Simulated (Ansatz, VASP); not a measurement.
Two plane-wave programs on Al16Co16Si

```
Al Co Si
1.0
     0.00000    5.70309    5.70309
     5.70309    0.00000    5.70309
     5.70309    5.70309    0.00000
Al Co Si
16 16 1
Direct
  0.98807 0.00978 0.01173
  0.25216 0.25368 0.24221
  0.99920 0.00137 0.49555
  0.25507 0.24885 0.74473
  0.98807 0.48791 0.01173
  0.25216 0.74944 0.24221
  0.02307 0.48057 0.51330
  0.13753 0.74886 0.86225
  0.48650 0.01714 0.97673
  0.75510 0.24885 0.24470
  0.52009 0.01715 0.47971
  0.75759 0.24401 0.74764
  0.50425 0.49632 0.00060
  0.74599 0.74885 0.25381
  0.52008 0.48055 0.47972
  0.75759 0.74826 0.74763
  0.12415 0.12796 0.11743
  0.38232 0.37324 0.36870
  0.14346 0.09483 0.62647
  0.37332 0.40288 0.85635
  0.11880 0.60532 0.16805
  0.36846 0.90290 0.32323
  0.14345 0.63275 0.62647
  0.37333 0.86495 0.85634
  0.62388 0.12563 0.11875
  0.88104 0.37208 0.37592
  0.63110 0.12446 0.61748
  0.88236 0.36974 0.87565
  0.62388 0.62924 0.11876
  0.88105 0.86845 0.37592
  0.67658 0.59479 0.63133
  0.83174 0.89237 0.88100
  0.40137 0.74885 0.59844
```

Alike in both runs: functional PBE; k mesh 1 × 1 × 1; occupations methfessel-paxton of order 1, width 0.1 eV; no spin polarisation.

Ansatz relaxed the structure, and its values are those at the end. VASP's run is a single point on that final structure, the one shown.

```csv
,VASP,Ansatz
version,VASP 6.6.1,Ansatz 0.2.0
potentials or method,"VASP PAW PBE potentials, release 64 (Al, Co, Si), cutoff 520 eV",plane-wave PAW DFT
valence electrons in the cell,196,324
```

VASP gave:

```
rms of the force components (eV/Å) : 0.010
```

Question: Estimate Ansatz's values.

Answer: rms of the force components (eV/Å): 0.001.

The functional is the same, so the differences come from potentials, cutoffs and numerics. VASP's potentials hold 196 valence electrons a cell and Ansatz's 324, so a difference there can come from the potentials and not from the codes.
